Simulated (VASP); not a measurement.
# HfVS3 (P-6m2) in VASP: notebook

HfVS3 is run at these levels: PBE; tasks: single point.

Everything below comes from runs of VASP 6.6.1. Logs are shortened: lines on timing, memory, paths and dates and some standing lists are left out, and cuts for length are marked.

## (1) The cell of the first run

Symmetry: P-6m2, No. 187, hexagonal system. Conventional cell: a = 4.155 Å, b = 4.155 Å, c = 6.747 Å, α = 90.00°, β = 90.00°, γ = 120.00°. Hf (site symmetry -6m2) has 3 V at 2.40 Å and 6 S at 3.13 Å within 3.2 Å. Within 2.7 Å of V (site symmetry -6m2) lie 2 S at 2.01 Å and 3 Hf at 2.40 Å. Within 2.8 Å of S (site symmetry 3m) lie 1 V at 2.01 Å and 4 S at 2.73 to 2.76 Å. Within 3.6 Å of S (site symmetry -6m2) lie 6 S at 2.76 Å and 2 Hf at 3.37 Å.

The cell was built from a structure type or drawn by symmetry, and may not be a known phase.

## (2) Single point, PBE, collinear spin, ferromagnetic start

INCAR

```
SYSTEM = HfVS3
PREC = Accurate
ENCUT = 520
EDIFF = 1E-7
ISMEAR = 0
SIGMA = 0.1
LREAL = .False.
LASPH = .True.
NELM = 150
ALGO = Normal
ISIF = 2
LWAVE = .False.
LCHARG = .False.
ISPIN = 2
MAGMOM = 0 2 0 0 0
LORBIT = 11
LMAXMIX = 4
GGA = PE
NBANDS = 32
```

KPOINTS

```
regular mesh
0
Gamma
  6 6 4
  0 0 0
```

POSCAR

```
HfVS3
1.0
    4.1552731700      0.0000000000      0.0000000000
   -2.0776365900      3.5985721300      0.0000000000
    0.0000000000      0.0000000000      6.7467021500
Hf V S
1 1 3
Direct
    0.0000000000      0.0000000000      0.5000000000
    0.3333333300      0.6666666700      0.5000000000
    0.3333333300      0.6666666700      0.7975860600
    0.3333333300      0.6666666700      0.2024139400
    0.0000000000      0.0000000000      0.0000000000
```

Potentials or basis: VASP PAW PBE potentials, release 64 (Hf_pv, V_sv, S).

Started as:

```console
$ cat potpaw_PBE.64/Hf_pv/POTCAR potpaw_PBE.64/V_sv/POTCAR potpaw_PBE.64/S/POTCAR > POTCAR
$ mpirun -np 1 vasp_std > vasp.out
```

OUTCAR:

```text
SYSTEM = HfVS3
   PREC = Accurate
   ENCUT = 520
   EDIFF = 1E-7
   ISMEAR = 0
   LREAL = .False.
   LASPH = .True.
   NELM = 150
   ISIF = 2
   ISPIN = 2
   LORBIT = 11
   GGA = PE

 ion  position               nearest neighbor table
   1  0.000  0.000  0.500-   2 2.40   2 2.40   2 2.40   4 3.13   3 3.13   3 3.13   4 3.13   3 3.13
                             4 3.13
   2  0.333  0.667  0.500-   3 2.01   4 2.01   1 2.40   1 2.40   1 2.40
   3  0.333  0.667  0.798-   2 2.01   4 2.73   5 2.76   5 2.76   5 2.76   1 3.13   1 3.13   1 3.13

   4  0.333  0.667  0.202-   2 2.01   3 2.73   5 2.76   5 2.76   5 2.76   1 3.13   1 3.13   1 3.13

   5  0.000  0.000  0.000-   3 2.76   4 2.76   3 2.76   4 2.76   3 2.76   4 2.76

  LATTYP: Found a hexagonal cell.
 ALAT       =     4.1552731700
 C/A-ratio  =     1.6236482835

  Lattice vectors:

 A1 = (   4.1552731700,   0.0000000000,   0.0000000000)
 A2 = (  -2.0776365900,   3.5985721300,   0.0000000000)
 A3 = (   0.0000000000,   0.0000000000,   6.7467021500)

Analysis of symmetry for initial positions (statically):
=====================================================================
 Subroutine PRICEL returns:
 Original cell was already a primitive cell.

 Routine SETGRP: Setting up the symmetry group for a
 hexagonal supercell.

 Subroutine GETGRP returns: Found 12 space group operations
 (whereof 12 operations were pure point group operations)
 out of a pool of 24 trial point group operations.

The static configuration has the point symmetry D_3h.

Analysis of symmetry for dynamics (positions and initial velocities):
=====================================================================
 Subroutine PRICEL returns:
 Original cell was already a primitive cell.

 Routine SETGRP: Setting up the symmetry group for a
 hexagonal supercell.

 Subroutine GETGRP returns: Found 12 space group operations
 (whereof 12 operations were pure point group operations)
 out of a pool of 24 trial point group operations.

The dynamic configuration has the point symmetry D_3h.

Analysis of structural, dynamic, and magnetic symmetry:
=====================================================================
 Subroutine PRICEL returns:
 Original cell was already a primitive cell.

 Routine SETGRP: Setting up the symmetry group for a
 hexagonal supercell.

 Subroutine GETGRP returns: Found 12 space group operations
 (whereof 12 operations were pure point group operations)
 out of a pool of 24 trial point group operations.

The overall configuration has the point symmetry D_3h.

 Subroutine INISYM returns: Found 12 space group operations
 (whereof 12 operations are pure point group operations),
 and found     1 'primitive' translations

----------------------------------------------------------------------------------------

                                     Primitive cell

  volume of cell :     100.8838

  direct lattice vectors                    reciprocal lattice vectors
     4.155273170  0.000000000  0.000000000     0.240658065  0.138943999  0.000000000
    -2.077636590  3.598572130  0.000000000     0.000000000  0.277887997  0.000000000
     0.000000000  0.000000000  6.746702150     0.000000000  0.000000000  0.148220564

  length of vectors
     4.155273170  4.155273177  6.746702150     0.277887997  0.277887997  0.148220564

  position of ions in fractional coordinates (direct lattice)
     0.000000000  0.000000000  0.500000000
     0.333333330  0.666666670  0.500000000
     0.333333330  0.666666670  0.797586060
     0.333333330  0.666666670  0.202413940
     0.000000000  0.000000000  0.000000000

  ion indices of the primitive-cell ions
   primitive index   ion index
                 1           1
                 2           2
                 3           3
                 4           4
                 5           5

----------------------------------------------------------------------------------------

 KPOINTS: regular mesh

Automatic generation of k-mesh.
 Grid dimensions read from file:
 generate k-points for:    6    6    4

 Generating k-lattice:

  Cartesian coordinates                     Fractional coordinates (reciprocal lattice)
     0.040109677  0.023157333  0.000000000     0.166666667  0.000000000  0.000000000
     0.000000000  0.046314666  0.000000000     0.000000000  0.166666667  0.000000000
     0.000000000  0.000000000  0.037055141     0.000000000  0.000000000  0.250000000

  Length of vectors
     0.046314666  0.046314666  0.037055141

  Shift w.r.t. Gamma in fractional coordinates (k-lattice)
     0.000000000  0.000000000  0.000000000

 Subroutine IBZKPT returns following result:
 ===========================================

 Found     21 irreducible k-points:

 Following reciprocal coordinates:
            Coordinates               Weight
  0.000000  0.000000  0.000000      1.000000
  0.166667  0.000000  0.000000      6.000000
  0.333333  0.000000  0.000000      6.000000
  0.500000  0.000000  0.000000      3.000000
  0.166667  0.166667  0.000000      6.000000
  0.333333  0.166667  0.000000     12.000000
[... 13 lines left out ...]
  0.333333  0.166667  0.500000     12.000000
  0.333333  0.333333  0.500000      2.000000
   k-points           NKPTS =     21   k-points in BZ     NKDIM =     21   number of bands    NBANDS=     32
   number of dos      NEDOS =    301   number of ions     NIONS =      5
   total plane-waves  NPLWV =  51200
   dimension x,y,z NGX =    32 NGY =   32 NGZ =   50
   dimension x,y,z NGXF=    64 NGYF=   64 NGZF=  100
   ions per type =               1   1   3
   NGX,Y,Z   is equivalent  to a cutoff of  12.80, 12.80, 12.32 a.u.
   NGXF,Y,Z  is equivalent  to a cutoff of  25.61, 25.61, 24.64 a.u.
 SYSTEM =  HfVS3
   PREC   = accura    normal or accurate (medium, high low for compatibility)
   ISTART =      0    job   : 0-new  1-cont  2-samecut
   ICHARG =      2    charge: 1-file 2-atom 10-const
   ISPIN  =      2    spin polarized calculation?
   LNONCOLLINEAR =      F non collinear calculations
   LSORBIT =      F    spin-orbit coupling
   LASPH  =      T    aspherical Exc in radial PAW
   ENCUT  =  520.0 eV  38.22 Ry    6.18 a.u.   7.73  7.73 12.54*2*pi/ulx,y,z
   NELM   =    150;   NELMIN=  2; NELMDL= -5     # of ELM steps
   EDIFF  = 0.1E-06   stopping-criterion for ELM
   LREAL  =      F    real-space projection
   EDIFFG = 0.1E-05   stopping-criterion for IOM
   NSW    =      0    number of steps for IOM
   IBRION =     -1    ionic relax: 0-MD 1-quasi-New 2-CG
   NFREE  =      0    steps in history (QN), initial steepest desc. (CG)
   ISIF   =      2    stress and relaxation
   ISYM   =      2    0-nonsym 1-usesym 2-fastsym
   POTIM  = 0.5000    time-step for ionic-motion
   TEBEG  =    0.0;   TEEND  =   0.0 temperature during run
   PSTRESS=    0.0 pullay stress
   NELECT =      41.0000    total number of electrons
   NUPDOWN=      -1.0000    fix difference up-down
   EMIN   =  10.00;   EMAX   =-10.00  energy-range for DOS
   EFERMI =   0.00;   METHOD = LEGACY
   ISMEAR =     0;   SIGMA  =   0.10  broadening in eV -4-tet -1-fermi 0-gaus
   EFERMI_NEDOS =   21; number of points for ismear=-14 and -15
   IALGO  =     38    algorithm
   IMIX   =      4    mixing-type and parameters
     AMIX     =   0.40;   BMIX     =  1.00
     AMIX_MAG =   1.60;   BMIX_MAG =  1.00
  volume/ion in A,a.u.               =      20.18       136.16
  Fermi-wavevector in a.u.,A,eV,Ry     =   1.212632  2.291542 20.007044  1.470476
  Thomas-Fermi vector in A             =   2.348110
   LORBIT       =     11    0 simple, 1 ext, 2 COOP (PROOUT), +10 PAW based schemes
   GGA     = PE    functional components
   LHFCALC =     F    Hartree Fock is set to
   AEXX    =    0.0000 exact exchange contribution
   IVDW    =     0    specifies the selected vdW correction
   LEPSILON=     F    determine dielectric tensor
   LRPA    =     F    only Hartree local field effects (RPA)
 spin polarized calculation
 Gauss-broadening in eV      SIGMA  =   0.10
  energy-cutoff  :      520.00
  volume of cell :      100.88
 maximum number of plane-waves:      2762
 NGX is ok and might be reduce to    32
   NGX = 15   NGY = 15   NGZ = 25

 number of electron      40.9999995 magnetization       0.3776675

 Free energy of the ion-electron system (eV)
  ---------------------------------------------------
  ext. energy  EPLUGINS =         0.00000000
  ---------------------------------------------------
  free energy    TOTEN  =       -26.82373825 eV

  energy without entropy =      -26.79486810  energy(sigma->0) =      -26.80930317

 E-fermi :   4.8866     XC(G=0): -10.0841

 val. band max:        4.8843575385   @ k =   0.1667   0.0000   0.5000
 cond. band min:       4.8887608534   @ k =   0.3333   0.0000   0.0000
 fundamental gap:      0.0044033149
 Fermi energy:         4.8866404145

 spin component 1

 k-point     1 :       0.0000    0.0000    0.0000
  band No.  band energies     occupation
      1     -58.2374      1.00000
      2     -32.3945      1.00000
      3     -32.3308      1.00000
      4     -32.3308      1.00000
      5     -26.1659      1.00000
      6     -25.8308      1.00000
[... 724 lines left out ...]
     31      11.0489      0.00000
     32      11.0603      0.00000
 Fermi energy:         4.8866404145

 spin component 2

 k-point     1 :       0.0000    0.0000    0.0000
  band No.  band energies     occupation
      1     -58.0036      1.00000
      2     -32.2237      1.00000
      3     -32.0686      1.00000
      4     -32.0686      1.00000
      5     -26.1381      1.00000
      6     -25.7654      1.00000
[... 724 lines left out ...]
     31      11.0508      0.00000
     32      11.0756      0.00000

------------------------ aborting loop because EDIFF is reached ----------------------------------------

  FORCE on cell =-STRESS in cart. coord.  units (eV):
  Direction    XX          YY          ZZ          XY          YZ          ZX
  --------------------------------------------------------------------------------------
  -------------------------------------------------------------------------------------
  Total        5.7589607      5.7589607     15.0845090     -0.0000000      0.0000000      0.0000000
  in kB       91.4604565     91.4604568    239.5633804     -0.0000001      0.0000000      0.0000000
  external PRESSURE =     140.8280979 kB  Pullay stress =       0.0000000 kB

 VOLUME and BASIS-vectors are now :
 -----------------------------------------------------------------------------
  energy-cutoff  :      520.00
  volume of cell :      100.88
      direct lattice vectors                 reciprocal lattice vectors
     4.155273170  0.000000000  0.000000000     0.240658065  0.138943999  0.000000000
    -2.077636590  3.598572130  0.000000000     0.000000000  0.277887997  0.000000000
     0.000000000  0.000000000  6.746702150     0.000000000  0.000000000  0.148220564

 POSITION                                       TOTAL-FORCE (eV/Angst)
 -----------------------------------------------------------------------------------
      0.00000      0.00000      3.37335         0.000000     -0.000000      0.000000
     -0.00000      2.39905      3.37335         0.000000     -0.000000      0.000000
     -0.00000      2.39905      5.38108        -0.000000     -0.000000      1.418358
     -0.00000      2.39905      1.36563        -0.000000      0.000000     -1.418358
      0.00000      0.00000      0.00000         0.000000     -0.000000      0.000000
 -----------------------------------------------------------------------------------
    total drift:                                0.000069     -0.000040     -0.000000

  FREE ENERGIE OF THE ION-ELECTRON SYSTEM (eV)
  ---------------------------------------------------
  free  energy   TOTEN  =       -26.8237382469 eV

  energy  without entropy=      -26.7948681004  energy(sigma->0) =      -26.80930317

 total charge

# of ion       s       p       d       tot
------------------------------------------
    1        0.438   6.174   1.749   8.362
    2        2.412   6.334   3.659  12.404
    3        1.404   2.243   0.000   3.647
    4        1.404   2.243   0.000   3.647
    5        1.410   2.139   0.000   3.549
--------------------------------------------------
tot          7.067  19.134   5.408  31.610

 magnetization (x)

# of ion       s       p       d       tot
------------------------------------------
    1        0.004   0.027   0.088   0.119
    2        0.020   0.004   0.254   0.278
    3        0.000  -0.006   0.000  -0.006
    4        0.000  -0.006   0.000  -0.006
    5       -0.000  -0.012   0.000  -0.012
--------------------------------------------------
tot          0.024   0.006   0.342   0.372
```

It took 2.9 min on 1 thread of Intel Xeon Platinum 8259CL at 2.50GHz (Skylake/Cascade Lake), shared host; peak memory 0.32 GiB.

What came out:

```
Free energy                                           : -26.8237 eV
Pressure                                              : 14.1 GPa
Largest force                                         : 1.418 eV/Å
Net moment                                            : 0.38 μB per cell
Site moments                                          : Hf +0.12; V +0.28; S -0.01 μB
Valence electrons inside the program's atomic spheres : Hf 8.36; V 12.40; S 3.65, 3.55 (each value once)
```

Forces on the atoms (eV/Å):
```
Hf   0.000  0.000  0.000
V    0.000  0.000  0.000
S    0.000  0.000  1.418
S    0.000  0.000 -1.418
S    0.000  0.000  0.000
```

Stress tensor (GPa, compression positive):
```
 9.15  0.00  0.00
 0.00  9.15  0.00
 0.00  0.00 23.96
```

Caveat: the cell stands under pressure; spin-orbit coupling is left out, which moves the levels of the heavy elements; forces of over 1 eV/Å act on the atoms, so gaps and moduli don't describe the material at rest. With open d or f shells a metallic result of PBE can be an artefact of self-interaction; +U or a hybrid may open a gap.

## (3) Single point, PBE, collinear spin, ferromagnetic start

This run uses another cell than the first one, of 25.10 Å³/atom.

INCAR

```
  ALGO = Normal
  EDIFF = 1E-6
  ENCUT = 520
  GGA = PE
  ISIF = 2
  ISMEAR = 0
  ISPIN = 2
  LASPH = T
  LCHARG = T
  LELF = T
  LMAXMIX = 4
  LORBIT = 11
  LREAL = F
  LVHAR = T
  LWAVE = F
  MAGMOM = 0 2 0 0 0
  NBANDS = 32
  NELM = 150
  PREC = Accurate
  SIGMA = 0.1
```

KPOINTS

```
k-points
0
Gamma
  6 6 4
```

POSCAR

```
HfVS3
1.0
    4.4230246525      0.0000000031      0.0000000000
   -2.2115123289      3.8304517091      0.0000000000
    0.0000000000      0.0000000000      7.4076446199
Hf V S
1 1 3
Direct
    0.0000000000      0.0000000000      0.5000000000
    0.3333333333      0.6666666667      0.5000000000
    0.3333333333      0.6666666667      0.7845037541
    0.3333333333      0.6666666667      0.2154962459
    0.0000000000      0.0000000000      0.0000000000
```

Potentials or basis: VASP PAW PBE potentials, release 64 (Hf_pv, V_sv, S).

Started as:

```console
$ cat potpaw_PBE.64/Hf_pv/POTCAR potpaw_PBE.64/V_sv/POTCAR potpaw_PBE.64/S/POTCAR > POTCAR
$ mpirun -np 1 vasp_std > vasp.out
```

It took 4.8 min on 1 thread of Intel Xeon Platinum 8259CL at 2.50GHz (Skylake/Cascade Lake), shared host; peak memory 0.38 GiB.

Results (log left out):

```
Free energy                                           : -27.6471 eV
Pressure                                              : -0.2 GPa
Largest force                                         : 0.035 eV/Å
Net moment                                            : 1.70 μB per cell
Site moments                                          : Hf +0.12; V +0.47; S +0.05, +0.55 (each value once) μB
Valence electrons inside the program's atomic spheres : Hf 8.10; V 11.98; S 3.61, 3.52 (each value once)
```

Forces on the atoms (eV/Å):
```
Hf   0.000  0.000  0.000
V    0.000  0.000  0.000
S    0.000  0.000 -0.035
S    0.000  0.000  0.035
S    0.000  0.000  0.000
```

Stress tensor (GPa, compression positive):
```
-0.10  0.00  0.00
 0.00 -0.10  0.00
 0.00  0.00 -0.44
```

Levels at points of the mesh, in eV from the Fermi level:
Spin up:
| k point | band 17 | band 18 | band 19 | band 20 | band 21 | band 22 | band 23 | band 24 | band 25 | band 26 |
| --- | --- | --- | --- | --- | --- | --- | --- | --- | --- | --- |
| (0.00, 0.00, 0.00) | -1.86 | -0.70 | -0.70 | -0.46 | 0.48 | 0.48 | 1.47 | 1.58 | 1.58 | 1.62 |
| (0.50, 0.00, 0.00) | -1.13 | -1.08 | -0.87 | -0.52 | -0.35 | 0.09 | 1.25 | 1.58 | 2.26 | 2.40 |
| (0.00, 0.00, 0.50) | -1.81 | -1.05 | -1.02 | -1.02 | 0.44 | 0.44 | 1.44 | 1.44 | 1.53 | 1.53 |
| (0.50, 0.00, 0.50) | -1.41 | -1.09 | -0.98 | -0.45 | -0.36 | -0.27 | 1.70 | 1.87 | 2.15 | 2.47 |
Spin down:
| k point | band 17 | band 18 | band 19 | band 20 | band 21 | band 22 | band 23 | band 24 |
| --- | --- | --- | --- | --- | --- | --- | --- | --- |
| (0.00, 0.00, 0.00) | -1.58 | -0.23 | -0.02 | -0.02 | 0.96 | 0.96 | 1.54 | 1.74 |
| (0.50, 0.00, 0.00) | -1.02 | -0.66 | -0.53 | -0.12 | 0.26 | 0.76 | 1.40 | 1.73 |
| (0.00, 0.00, 0.50) | -1.73 | -0.74 | -0.22 | -0.22 | 0.87 | 0.87 | 1.62 | 1.62 |
| (0.50, 0.00, 0.50) | -1.13 | -0.64 | -0.44 | -0.08 | 0.05 | 0.29 | 1.87 | 2.07 |

Caveat: spin-orbit coupling is left out, which moves the levels of the heavy elements. With open d or f shells a metallic result of PBE can be an artefact of self-interaction; +U or a hybrid may open a gap.
